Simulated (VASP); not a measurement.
# Ag in VASP: notebook

Ag is run at these levels: LDA; tasks: single point.

All numbers are computed with VASP 6.6.1; they aren't measurements. Logs are shortened: lines on timing, memory, paths and dates and some standing lists are left out, and cuts for length are marked.

## (1) The cell of the first run

The typed cell holds 2 atoms: a = 2.888 Å, b = 2.888 Å, c = 4.789 Å, α = 90.00°, β = 90.00°, γ = 120.01°.

This isn't the form of Ag at room conditions, which is fcc.

## (2) Single point, LDA (17.30 Å³/atom)

INCAR

```
SYSTEM = Ag
PREC = Accurate ; ENCUT = 520
EDIFF = 1E-7 ; ISMEAR = -1
SIGMA = 0.1 ; LREAL = .False.
LASPH = .True. ; NELM = 60
ALGO = Normal ; ISIF = 2
LWAVE = .False. ; LCHARG = .False.
NBANDS = 18
```

KPOINTS

```
regular mesh
0
Gamma
  14 14 8
  0 0 0
```

POSCAR

```
Ag
1.0
   -1.5984723455      1.9392576929      1.4238474632
    1.9392576929     -1.5984723455      1.4238474632
    3.3391074259      3.3391074259     -0.7996984754
Ag
2
Direct
    0.0415862377      0.9584137623      1.0000000000
    0.7084137623      0.2915862377      0.5000000000
```

Potentials or basis: VASP PAW LDA potentials, release 64 (Ag).

On the command line:

```sh
> cat potpaw_LDA.64/Ag/POTCAR > POTCAR
> mpirun -np 1 vasp_std > vasp.out
```

OUTCAR:

```text
SYSTEM = Ag
   PREC = Accurate
   ENCUT = 520
   EDIFF = 1E-7
   ISMEAR = -1
   LREAL = .False.
   LASPH = .True.
   NELM = 60
   ISIF = 2

 ion  position               nearest neighbor table
   1  0.042  0.958  0.000-   2 2.92   2 2.92   2 2.92   2 2.92   2 2.92   2 2.92
   2  0.708  0.292  0.500-   1 2.92   1 2.92   1 2.92   1 2.92   1 2.92   1 2.92

  LATTYP: Found a base centered monoclinic cell.
 ALAT       =     2.8881890000
 B/A-ratio  =     1.7322639897
 C/A-ratio  =     1.6582869588
 COS(beta)  =    -0.0001055115

  Lattice vectors:

 A1 = (  -1.5984723455,   1.9392576929,   1.4238474632)
 A2 = (   1.9392576929,  -1.5984723455,   1.4238474632)
 A3 = (   3.3391074259,   3.3391074259,  -0.7996984754)

Analysis of symmetry for initial positions (statically):
=====================================================================
 Subroutine PRICEL returns:
 Original cell was already a primitive cell.

 Routine SETGRP: Setting up the symmetry group for a
 base centered monoclinic supercell.

 Subroutine GETGRP returns: Found  4 space group operations
 (whereof  2 operations were pure point group operations)
 out of a pool of  4 trial point group operations.

The static configuration has the point symmetry C_2 .
 The point group associated with its full space group is C_2h.

Analysis of symmetry for dynamics (positions and initial velocities):
=====================================================================
 Subroutine PRICEL returns:
 Original cell was already a primitive cell.

 Routine SETGRP: Setting up the symmetry group for a
 base centered monoclinic supercell.

 Subroutine GETGRP returns: Found  4 space group operations
 (whereof  2 operations were pure point group operations)
 out of a pool of  4 trial point group operations.

The dynamic configuration has the point symmetry C_2 .
 The point group associated with its full space group is C_2h.

 Subroutine INISYM returns: Found  4 space group operations
 (whereof  2 operations are pure point group operations),
 and found     1 'primitive' translations

----------------------------------------------------------------------------------------

                                     Primitive cell

  volume of cell :      34.6035

  direct lattice vectors                    reciprocal lattice vectors
    -1.598472346  1.939257693  1.423847463    -0.100454556  0.182212575  0.341377180
     1.939257693 -1.598472346  1.423847463     0.182212575 -0.100454556  0.341377180
     3.339107426  3.339107426 -0.799698475     0.145568552  0.145568552 -0.034840551

  length of vectors
     2.888455615  2.888455615  4.789446153     0.399788594  0.399788594  0.208792410

  position of ions in fractional coordinates (direct lattice)
     0.041586238  0.958413762  1.000000000
     0.708413762  0.291586238  0.500000000

  ion indices of the primitive-cell ions
   primitive index   ion index
                 1           1
                 2           2

----------------------------------------------------------------------------------------

 KPOINTS: regular mesh

Automatic generation of k-mesh.
 Grid dimensions read from file:
 generate k-points for:   14   14    8

 Generating k-lattice:

  Cartesian coordinates                     Fractional coordinates (reciprocal lattice)
    -0.007175325  0.013015184  0.024384084     0.071428571 -0.000000000  0.000000000
     0.013015184 -0.007175325  0.024384084    -0.000000000  0.071428571  0.000000000
     0.018196069  0.018196069 -0.004355069    -0.000000000 -0.000000000  0.125000000

  Length of vectors
     0.028556328  0.028556328  0.026099051

  Shift w.r.t. Gamma in fractional coordinates (k-lattice)
     0.000000000  0.000000000  0.000000000

 Subroutine IBZKPT returns following result:
 ===========================================

 Found    429 irreducible k-points:

 Following reciprocal coordinates:
            Coordinates               Weight
  0.000000  0.000000  0.000000      1.000000
  0.071429  0.000000 -0.000000      4.000000
  0.142857  0.000000  0.000000      4.000000
  0.214286 -0.000000 -0.000000      4.000000
  0.285714  0.000000  0.000000      4.000000
  0.357143  0.000000 -0.000000      4.000000
[... 16 lines left out ...]
  0.214286  0.142857 -0.000000      4.000000
  0.285714  0.142857 -0.000000      4.000000
 [... further k-points ...]
   k-points           NKPTS =    429   k-points in BZ     NKDIM =    429   number of bands    NBANDS=     18
   number of dos      NEDOS =    301   number of ions     NIONS =      2
   total plane-waves  NPLWV =  20736
   dimension x,y,z NGX =    24 NGY =   24 NGZ =   36
   dimension x,y,z NGXF=    48 NGYF=   48 NGZF=   72
   ions per type =               2
   NGX,Y,Z   is equivalent  to a cutoff of  13.81, 13.81, 12.50 a.u.
   NGXF,Y,Z  is equivalent  to a cutoff of  27.63, 27.63, 24.99 a.u.
 SYSTEM =  Ag
   PREC   = accura    normal or accurate (medium, high low for compatibility)
   ISTART =      0    job   : 0-new  1-cont  2-samecut
   ICHARG =      2    charge: 1-file 2-atom 10-const
   ISPIN  =      1    spin polarized calculation?
   LNONCOLLINEAR =      F non collinear calculations
   LSORBIT =      F    spin-orbit coupling
   LASPH  =      T    aspherical Exc in radial PAW
   ENCUT  =  520.0 eV  38.22 Ry    6.18 a.u.   5.37  5.37  8.91*2*pi/ulx,y,z
   NELM   =     60;   NELMIN=  2; NELMDL= -5     # of ELM steps
   EDIFF  = 0.1E-06   stopping-criterion for ELM
   LREAL  =      F    real-space projection
   EDIFFG = 0.1E-05   stopping-criterion for IOM
   NSW    =      0    number of steps for IOM
   IBRION =     -1    ionic relax: 0-MD 1-quasi-New 2-CG
   NFREE  =      0    steps in history (QN), initial steepest desc. (CG)
   ISIF   =      2    stress and relaxation
   ISYM   =      2    0-nonsym 1-usesym 2-fastsym
   POTIM  = 0.5000    time-step for ionic-motion
   TEBEG  =    0.0;   TEEND  =   0.0 temperature during run
   PSTRESS=    0.0 pullay stress
   NELECT =      22.0000    total number of electrons
   NUPDOWN=      -1.0000    fix difference up-down
   EMIN   =  10.00;   EMAX   =-10.00  energy-range for DOS
   EFERMI =   0.00;   METHOD = LEGACY
   ISMEAR =    -1;   SIGMA  =   0.10  broadening in eV -4-tet -1-fermi 0-gaus
   EFERMI_NEDOS =   21; number of points for ismear=-14 and -15
   IALGO  =     38    algorithm
   IMIX   =      4    mixing-type and parameters
     AMIX     =   0.40;   BMIX     =  1.00
     AMIX_MAG =   1.60;   BMIX_MAG =  1.00
  volume/ion in A,a.u.               =      17.30       116.76
  Fermi-wavevector in a.u.,A,eV,Ry     =   1.407696  2.660160 26.961412  1.981608
  Thomas-Fermi vector in A             =   2.529929
   LORBIT       =      0    0 simple, 1 ext, 2 COOP (PROOUT), +10 PAW based schemes
   GGA     = CA    functional components
   LHFCALC =     F    Hartree Fock is set to
   AEXX    =    0.0000 exact exchange contribution
   IVDW    =     0    specifies the selected vdW correction
   LEPSILON=     F    determine dielectric tensor
   LRPA    =     F    only Hartree local field effects (RPA)
 non-spin polarized calculation
  energy-cutoff  :      520.00
  volume of cell :       34.60
 maximum number of plane-waves:       966
 NGX is ok and might be reduce to    24
   NGX = 11   NGY = 11   NGZ = 17

 number of electron      21.9999997 magnetization

 Free energy of the ion-electron system (eV)
  ---------------------------------------------------
  ext. energy  EPLUGINS =         0.00000000
  ---------------------------------------------------
  free energy    TOTEN  =        -7.48798664 eV

  energy without entropy =       -7.46723890  energy(sigma->0) =       -7.47761277

 E-fermi :   7.9048     XC(G=0): -12.4963

 val. band max:        7.8742924972   @ k =  -0.0714   0.0714   0.0000
 cond. band min:       7.9257279987   @ k =   0.5000   0.4286   0.2500
 fundamental gap:      0.0514355015
 Fermi energy:         7.9047536076

 k-point     1 :       0.0000    0.0000    0.0000
  band No.  band energies     occupation
      1       0.2214      2.00000
      2       1.6217      2.00000
      3       3.1548      2.00000
      4       3.3108      2.00000
      5       3.3123      2.00000
      6       3.5331      2.00000
[... 10 lines left out ...]
     17      26.1538      0.00000
     18      26.1606      0.00000

 k-point     2 :       0.0714    0.0000   -0.0000
  band No.  band energies     occupation
      1       0.3633      2.00000
      2       1.7073      2.00000
      3       3.0983      2.00000
      4       3.3633      2.00000
      5       3.3871      2.00000
      6       3.5038      2.00000
[... 10 lines left out ...]
     17      25.3116      0.00000
     18      26.5075      0.00000

 k-point     3 :       0.1429    0.0000    0.0000
  band No.  band energies     occupation
      1       0.7678      2.00000
      2       1.9228      2.00000
      3       2.9797      2.00000
      4       3.3821      2.00000
      5       3.5674      2.00000
      6       3.6056      2.00000
[... 10 lines left out ...]
     17      25.6820      0.00000
     18      26.2308      0.00000

 k-point     4 :       0.2143   -0.0000   -0.0000
  band No.  band energies     occupation
      1       1.3426      2.00000
      2       2.1055      2.00000
      3       2.9538      2.00000
      4       3.1526      2.00000
      5       3.3168      2.00000
      6       3.6485      2.00000
[... 375 lines left out ...]
      4       3.0029      2.00000
      5       3.3509      2.00000
      6       3.4235      2.00000
[... 10 lines left out ...]
     17      24.8650      0.00000
     18      25.5153      0.00000

 k-point    23 :       0.2143    0.1429   -0.0000
  band No.  band energies     occupation
      1       2.1667      2.00000
      2       2.3225      2.00000
      3       2.6391      2.00000
      4       2.8259      2.00000
      5       3.2892      2.00000
      6       3.4169      2.00000
[... 10 lines left out ...]
     17      23.1295      0.00000
     18      23.7167      0.00000

 k-point    24 :       0.2857    0.1429   -0.0000
  band No.  band energies     occupation
      1       2.1607      2.00000
      2       2.3121      2.00000
      3       2.3512      2.00000
      4       3.2183      2.00000
      5       3.2690      2.00000
      6       3.5729      2.00000
[... 10 lines left out ...]
     17      20.8232      0.00000
     18      22.9916      0.00000

 [... further k-points ...]
[... 5 lines left out ...]
  --------------------------------------------------------------------------------------
  -------------------------------------------------------------------------------------
  Total       -1.7973036     -1.7973036     -1.6862099     -0.1177614      0.0285970      0.0285969
  in kB      -83.2168831    -83.2168831    -78.0731355     -5.4524659      1.3240663      1.3240655
  external PRESSURE =     -81.5023005 kB  Pullay stress =       0.0000000 kB

 VOLUME and BASIS-vectors are now :
 -----------------------------------------------------------------------------
  energy-cutoff  :      520.00
  volume of cell :       34.60
      direct lattice vectors                 reciprocal lattice vectors
    -1.598472346  1.939257693  1.423847463    -0.100454556  0.182212575  0.341377180
     1.939257693 -1.598472346  1.423847463     0.182212575 -0.100454556  0.341377180
     3.339107426  3.339107426 -0.799698475     0.145568552  0.145568552 -0.034840551

 POSITION                                       TOTAL-FORCE (eV/Angst)
 -----------------------------------------------------------------------------------
      1.79214     -1.45135      1.42385        -0.000337      0.000337     -0.000000
      1.10263      2.57726      1.02400         0.000337     -0.000337      0.000000
 -----------------------------------------------------------------------------------
    total drift:                                0.000000      0.000000     -0.000000

  FREE ENERGIE OF THE ION-ELECTRON SYSTEM (eV)
  ---------------------------------------------------
  free  energy   TOTEN  =        -7.4879866439 eV

  energy  without entropy=       -7.4672388972  energy(sigma->0) =       -7.47761277
```

Wall time 54 s (1 thread of Intel Xeon 6975P-C (Granite Rapids), shared host); peak memory 0.31 GiB.

Results:

```
Free energy            : -7.4880 eV
Pressure               : -8.2 GPa
Band gap on the k mesh : zero (bands 11 and 12 overlap by 7.03 eV)
```

Caveat: the cell stands under tension.

[end of part 1 of 2]

The gap in the log of VASP goes by the Fermi energy; the results here count the filled bands.